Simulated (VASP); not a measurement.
CaO: single point with PBE

CaO:

```
Ca O
1.0
     0.00000    2.41549    2.41549
     2.41549    0.00000    2.41549
     2.41549    2.41549    0.00000
Ca O
1 1
Direct
  0.00000 0.00000 0.00000
  0.50000 0.50000 0.50000
```

```json
{"Program": "VASP 6.6.1", "Task": "single point", "Functional": "PBE", "Potentials or basis": "VASP PAW PBE potentials, release 64 (Ca_sv, O)", "Cutoff": "520 eV", "k mesh": "8 × 8 × 8", "Occupations": "gaussian, width 0.02 eV", "Spin": "no spin polarisation", "Dipole correction": "no", "Further INCAR settings": "ALGO = Normal; EDIFF = 1e-07; NBANDS = 15"}
```

| Quantity | Value |
| --- | --- |
| Pressure | 0.5 GPa |
| Band gap on the k mesh | 3.64 eV, indirect (least direct gap 4.02 eV) |

Levels at points of the mesh, in eV from the valence-band top:
```csv
k point,band 4,band 5,band 6,band 7,band 8,band 9,band 10,band 11,band 12,band 13
"(0.00, 0.00, 0.00)",-18.47,-15.50,0.00,0.00,0.00,4.59,6.19,6.19,6.19,7.67
"(0.50, 0.00, 0.00)",-18.53,-14.37,-2.60,-1.17,-1.17,6.98,8.27,8.27,8.39,10.29
"(0.50, 0.50, 0.00)",-18.69,-15.26,-1.31,-0.38,-0.38,3.64,7.93,8.81,9.43,9.43
```

It took 14 s on 1 thread of Intel(R) Xeon(R) Platinum 8259CL CPU @ 2.50GHz (Skylake/Cascade Lake), with other jobs on the host, peak memory 0.16 GiB.

A k mesh can miss the band edges. As with any semilocal functional, this PBE gap is likely too small.
